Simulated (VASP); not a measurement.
Set up this calculation in VASP 6.6.1, as the native input.

```
Task                   : relaxation of cell and atoms
Functional             : PBE
Potentials or basis    : VASP PAW PBE potentials, release 64 (Lu, Al, N)
Cutoff                 : 600 eV
k mesh                 : 12 × 12 × 2
Occupations            : gaussian, width 0.02 eV
Spin                   : no spin polarisation
Dipole correction      : no
Further INCAR settings : ALGO = Normal; EDIFF = 1e-07; IBRION = 2; EDIFFG = -0.01; NSW = 100; ISIF = 3
```

The structure of LuAl3N4 lies in POSCAR:

```
LuAl3N4
1.0
    3.2066620031      0.0000000000      0.0000000000
   -1.6033310015      2.7770507560      0.0000000000
    0.0000000000      0.0000000000     10.4970860271
Lu Al N
1 3 4
Direct
    0.0000000000      0.0000000000      0.9026844523
    0.3333333333      0.6666666667      0.6545149527
    0.3333333333      0.6666666667      0.1783180994
    0.6666666667      0.3333333333      0.4168472143
    0.3333333333      0.6666666667      0.4758829687
    0.3333333333      0.6666666667      0.9998716073
    0.6666666667      0.3333333333      0.2378928937
    0.6666666667      0.3333333333      0.7204878116
```

One way to write it, as run:

INCAR

```
PREC = Accurate ; ENCUT = 600
EDIFF = 1E-7 ; ISMEAR = 0
SIGMA = 0.02 ; LREAL = False
LASPH = True ; NELM = 60
ALGO = Normal ; ISIF = 3
LWAVE = False ; LCHARG = False
GGA = PE ; IBRION = 2
NSW = 100 ; EDIFFG = -0.01
```

KPOINTS

```
Automatic mesh
0
Gamma
  12 12 2
```

Potentials or basis: VASP PAW PBE potentials, release 64 (Lu, Al, N).

Command:

```sh
$ cat potpaw_PBE.64/Lu/POTCAR potpaw_PBE.64/Al/POTCAR potpaw_PBE.64/N/POTCAR > POTCAR
$ mpirun -np 1 vasp_std > vasp.out
```

Results of the run:

```json
{
  "Relaxed volume": "11.67 Å³/atom",
  "Relaxed cell": "a = 3.204 Å, b = 3.204 Å, c = 10.507 Å, α = 90.00°, β = 90.00°, γ = 120.00°",
  "Space group after relaxing (to 0.05 Å)": "P3m1 (No. 156)",
  "Energy gained by relaxing": "0.2 meV/atom",
  "Ionic steps": "7",
  "Pressure after relaxing": "0.0 GPa",
  "Largest force after relaxing": "0.007 eV/Å",
  "Band gap on the k mesh": "2.83 eV, direct"
}
```

Caveat: spin-orbit coupling is left out, which moves the levels of the heavy elements.

Wall time 8.3 min on 1 thread of AMD EPYC 9R45 96-Core Processor (Zen 5) (shared host), peak memory 0.32 GiB.
